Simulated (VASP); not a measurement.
Write the native input for VASP 6.6.1 that does the following.

- Task: single point
- Functional: PBE
- Potentials or basis: VASP PAW PBE potentials, release 64 (Cd, S)
- Cutoff: 520 eV
- k mesh: 7 × 7 × 2
- Occupations: gaussian, width 0.05 eV
- Spin: no spin polarisation
- Dipole correction: no
- Further INCAR settings: ALGO = Normal; EDIFF = 1e-07; NBANDS = 46

The structure of CdS lies in POSCAR:

```
CdS
1.0
   -2.0985806452     -3.6348483013      0.0000000000
    2.0985806452     -3.6348483013      0.0000000000
    1.2241720430     -3.9377523264     13.6554617430
Cd S
4 4
Direct
    0.4402096031     -0.0881902118      0.9058282541
    0.5652096031      0.3284764549      0.4058282541
    0.2943762698      0.2034764549      0.1558282541
    0.1693762698     -0.2131902118      0.6558282541
    0.6431237302      0.5881902118      0.0941717459
    0.5181237302      0.1715235451      0.5941717459
    0.2472903969      0.0465235451      0.3441717459
    0.1222903969     -0.3701431216      0.8441717459
```

The input as run:

INCAR

```
SYSTEM = CdS
ALGO = Normal
EDIFF = 1E-7
ENCUT = 520
GGA = PE
ISIF = 2
ISMEAR = 0
LASPH = .TRUE.
LCHARG = .FALSE.
LREAL = .FALSE.
LWAVE = .FALSE.
NBANDS = 46
NELM = 80
PREC = Accurate
SIGMA = 0.05
```

KPOINTS

```
k-points
0
G
  7 7 2
  0 0 0
```

Potentials or basis: VASP PAW PBE potentials, release 64 (Cd, S).

Run with:

```bash
$ cat potpaw_PBE.64/Cd/POTCAR potpaw_PBE.64/S/POTCAR > POTCAR
$ mpirun -np 1 vasp_std > vasp.out
```

It gave:

```json
{"Pressure": "0.0 GPa", "Largest force": "0.596 eV/Å", "Band gap on the k mesh": "0.94 eV, direct"}
```

Wall time 4.5 min on 1 thread of AMD EPYC 9R45 96-Core Processor (Zen 5), on a shared host, peak memory 0.51 GiB.
